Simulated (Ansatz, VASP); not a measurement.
# RbBr: VASP beside Ansatz

Contents of INCAR:

```
  PREC = Accurate
  ENCUT = 600
  EDIFF = 1E-6
  ISMEAR = 1
  SIGMA = 0.05
  LREAL = False
  LASPH = True
  NELM = 60
  ALGO = Normal
  ISIF = 3
  LWAVE = False
  LCHARG = False
  GGA = PS
  IBRION = 2
  NSW = 80
  EDIFFG = -0.01
```

File KPOINTS:

```
Automatic mesh
0
Gamma
  6 6 6
```

The input POSCAR:

```
RbBr
1.0
    0.0000000000      3.4270000000      3.4270000000
    3.4270000000      0.0000000000      3.4270000000
    3.4270000000      3.4270000000      0.0000000000
Rb Br
1 1
Direct
    0.0000000000      0.0000000000      0.0000000000
    0.5000000000      0.5000000000      0.5000000000
```

Input for Ansatz:

```yaml
crystal:
  lattice:
    - [0.0, 3.427, 3.427]
    - [3.427, 0.0, 3.427]
    - [3.427, 3.427, 0.0]
  atoms:
    - { symbol: Rb, position: [0.0, 0.0, 0.0] }
    - { symbol: Br, position: [0.5, 0.5, 0.5] }
kpoints:
  mp_grid:
    grid: [6, 6, 6]
hamiltonian:
  xc: pbesol
  dispersion: none
scf:
  occupations:
    method: methfessel_paxton
    width: 0.05
relax:
  cell: {}
```

Alike in both runs: task relaxation of cell and atoms; functional PBEsol; k mesh 6 × 6 × 6; occupations methfessel-paxton of order 1, width 0.05 eV; no spin polarisation.

|  | VASP | Ansatz |
| --- | --- | --- |
| version | VASP 6.6.1 | Ansatz 0.2.0 |
| potentials or method | VASP PAW PBE potentials, release 64 (Rb_sv, Br) | plane waves, PAW |
| plane-wave cutoff (eV) | 600 | 420 |
| valence electrons in the cell | 16 | 16 |

|  | VASP | Ansatz | Ansatz less VASP |
| --- | --- | --- | --- |
| relaxed volume (Å³/atom) | 40.25 | 40.17 | -0.073 |
| relaxed cell length with the largest relative difference (Å) | 4.847 | 4.844 | -0.0029 |

VASP's potentials were made for PBE, not for PBEsol.

Noted on VASP's run: the relaxation stopped at its first step, so nothing moved.
